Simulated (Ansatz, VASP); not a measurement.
CdS in VASP and in Ansatz

POSCAR

```
CdS
1.0
    4.2611700000      0.0000000000      0.0000000000
   -2.1305850000      3.6902814698      0.0000000000
    0.0000000000      0.0000000000      5.8041730000
Cd S
1 1
Direct
    0.0000000000      0.0000000000      0.4426920000
    0.6666670000      0.3333330000      0.4343080000
```

The input INCAR.step1:

```
PREC     = Accurate       # precision mode
ENCUT    = 520            # plane-wave cutoff, eV
ISMEAR   = -1             # smearing method
SIGMA    = 0.01           # smearing width, eV
LREAL    = F              # projectors in reciprocal space
LASPH    = T              # aspherical terms in the spheres
NELM     = 100            # most SCF steps
NBANDS   = 16             # bands
GGA      = PE             # functional
ALGO     = Normal         # electronic algorithm
EDIFF    = 1E-4           # SCF threshold, eV
LWAVE    = T              # write WAVECAR
LCHARG   = F              # write CHGCAR
```

INCAR.step2

```
PREC     = Accurate       # precision mode
ENCUT    = 520            # plane-wave cutoff, eV
EDIFF    = 1E-7           # SCF threshold, eV
ISMEAR   = -1             # smearing method
SIGMA    = 0.01           # smearing width, eV
LREAL    = F              # projectors in reciprocal space
LASPH    = T              # aspherical terms in the spheres
NELM     = 100            # most SCF steps
ALGO     = Normal         # electronic algorithm
ISIF     = 2              # what is computed and relaxed
LWAVE    = F              # write WAVECAR
LCHARG   = T              # write CHGCAR
METAGGA  = R2SCAN         # meta-GGA
LMIXTAU  = T            
LELF     = T              # ELF
LVHAR    = T            
NBANDS   = 16             # bands
ISTART   = 1
```

File KPOINTS:

```
Automatic mesh
0
Gamma
  1 1 1
```

Input for Ansatz:

```yaml
crystal:
  lattice:
    - [4.26117, 0.0, 0.0]
    - [-2.130584999999999, 3.6902814698441366, 0.0]
    - [0.0, 0.0, 5.804173]
  atoms:
    - { symbol: Cd, position: [0.0, 0.0, 0.442692] }
    - { symbol: S, position: [0.666667, 0.33333299999999993, 0.434308] }
kpoints:
  mp_grid:
    grid: [1, 1, 1]
hamiltonian:
  xc: r2scan
scf:
  n_extra_bands: 4
  occupations:
    method: fermi_dirac
    width: 0.01
output:
  eigenvalues: true
```

Alike in both runs: task single point; functional r2SCAN; k mesh 1 × 1 × 1; occupations fermi-dirac, width 0.01 eV; no spin polarisation.

|  | VASP | Ansatz |
| --- | --- | --- |
| version | VASP 6.6.1 | Ansatz 0.2.0 |
| potentials or method | VASP PAW PBE potentials, release 64 (Cd, S) | plane waves, PAW |
| plane-wave cutoff (eV) | 520 | 500 |
| valence electrons in the cell | 18 | 26 |

VASP gave:

* gap on the k mesh at the Fermi level (eV): 1.50

Estimate Ansatz's values.

gap on the k mesh at the Fermi level (eV): 1.51.

VASP's potentials were made for PBE, not for r2SCAN. VASP's potentials hold 18 valence electrons a cell and Ansatz's 26, so a difference there can come from the potentials and not from the codes. Ansatz's warnings: structure snapped to symmetry.

The k mesh is coarse, so the values compare programs but aren't converged.
